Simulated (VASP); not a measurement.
## Pt: single point with PBE

The system is Pt.

```xyz
2
Lattice="2.6836 -2.7811 0.0000 2.6836 2.7811 0.0000 0.0000 0.0000 3.5620" Properties=species:S:1:pos:R:3 pbc="T T T"
Pt    2.6836   -1.3906    2.2490
Pt    2.6836    1.3906    1.3130
```

The cell was built from a structure type or drawn by symmetry, and may not be a known phase.

* Program: VASP 6.6.1
* Task: single point
* Functional: PBE
* Potentials or basis: VASP PAW PBE potentials, release 64 (Pt)
* Cutoff: 520 eV
* k mesh: 4 × 4 × 6
* Occupations: gaussian, width 0.1 eV
* Spin: no spin polarisation
* Dipole correction: no
* Further INCAR settings: ALGO = Normal; EDIFF = 1e-06; NBANDS = 17

```yaml
Pressure: -23.9 GPa
Largest_force: 1.011 eV/Å
Band_gap_on_the_k_mesh: zero (bands 10 and 11 overlap by 0.61 eV)
```

Forces on the atoms (eV/Å):
```
Pt   0.000  0.000 -1.011
Pt   0.000  0.000  1.011
```

Stress tensor (GPa, compression positive):
```
-26.14   0.00   0.00
  0.00 -25.68   0.00
  0.00   0.00 -19.88
```

Levels at points of the mesh, in eV from the Fermi level:
```tsv
k point	band 7	band 8	band 9	band 10	band 11	band 12	band 13	band 14
(0.00, 0.00, 0.00)	-0.99	-0.81	-0.75	-0.03	0.69	5.85	6.05	6.67
(0.50, 0.00, 0.00)	-0.75	-0.75	-0.24	-0.24	-0.06	-0.06	10.25	10.25
(0.50, 0.50, 0.00)	-0.98	-0.93	-0.93	-0.64	1.34	1.57	2.87	3.42
(0.00, 0.00, 0.50)	-1.20	-1.10	-0.30	0.23	0.50	0.61	9.03	9.11
(0.50, 0.00, 0.50)	-0.29	-0.29	-0.04	-0.04	1.14	1.14	3.87	3.87
(0.50, 0.50, 0.50)	-0.88	-0.62	-0.35	-0.25	3.46	3.50	4.53	4.80
```

It took 8.3 s on 1 thread of Intel(R) Xeon(R) 6975P-C (Granite Rapids) (shared host), peak memory 0.16 GiB.

Caveat: the k points lie up to 0.41 Å⁻¹ apart, too coarse for converged energies and pressures of a metal; spin-orbit coupling is left out, which moves the levels of the heavy elements; forces of over 1 eV/Å act on the atoms, so gaps and moduli don't describe the material at rest.
